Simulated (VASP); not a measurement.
Wanted: the native input for a VASP 6.6.1 run.

* Task: single point
* Functional: PBE
* Potentials or basis: VASP PAW PBE potentials, release 64 (Mg, Zn, O)
* Cutoff: 520 eV
* k mesh: 8 × 8 × 2
* Occupations: gaussian, width 0.02 eV
* Spin: no spin polarisation
* Dipole correction: no
* Further INCAR settings: ALGO = Normal; EDIFF = 1e-06; NBANDS = 61

The structure of MgZn5O6 lies in POSCAR:

```
MgZn5O6
1.0
    3.2708702000      0.0000000000      0.0000000000
    0.0000000000      3.2708702000      0.0000000000
    0.0000000000      0.0000000000     13.7851637000
Mg Zn O
1 5 6
Direct
    0.0000000000      0.0000000000      0.5000000000
    0.0000000000      0.0000000000      0.8328970000
    0.5000000000      0.5000000000      0.0000000000
    0.0000000000      0.0000000000      0.1671030000
    0.5000000000      0.5000000000      0.3343060000
    0.5000000000      0.5000000000      0.6656940000
    0.5000000000      0.0000000000      0.0835540000
    0.0000000000      0.5000000000      0.2506190000
    0.5000000000      0.0000000000      0.4183920000
    0.0000000000      0.5000000000      0.5816080000
    0.5000000000      0.0000000000      0.7493810000
    0.0000000000      0.5000000000      0.9164460000
```

One way to write it, as run:

INCAR

```
SYSTEM = MgZn5O6
  PREC = Accurate
  ENCUT = 520
  EDIFF = 1E-6
  ISMEAR = 0
  SIGMA = 0.02
  LREAL = .FALSE.
  LASPH = .TRUE.
  NELM = 100
  ALGO = Normal
  ISIF = 2
  LWAVE = .FALSE.
  LCHARG = .FALSE.
  GGA = PE
  NBANDS = 61
```

KPOINTS

```
Automatic mesh
0
G
  8 8 2
  0 0 0
```

Potentials or basis: VASP PAW PBE potentials, release 64 (Mg, Zn, O).

The run is started by

```bash
$ cat potpaw_PBE.64/Mg/POTCAR potpaw_PBE.64/Zn/POTCAR potpaw_PBE.64/O/POTCAR > POTCAR
$ mpirun -np 1 vasp_std > vasp.out
```

It gave:

- Pressure: 0.6 GPa
- Largest force: 0.076 eV/Å
- Band gap on the k mesh: 0.95 eV

It took 3.7 min on 1 thread of AMD EPYC 7R13 Processor (Zen 3), with other jobs on the host, peak memory 0.33 GiB.
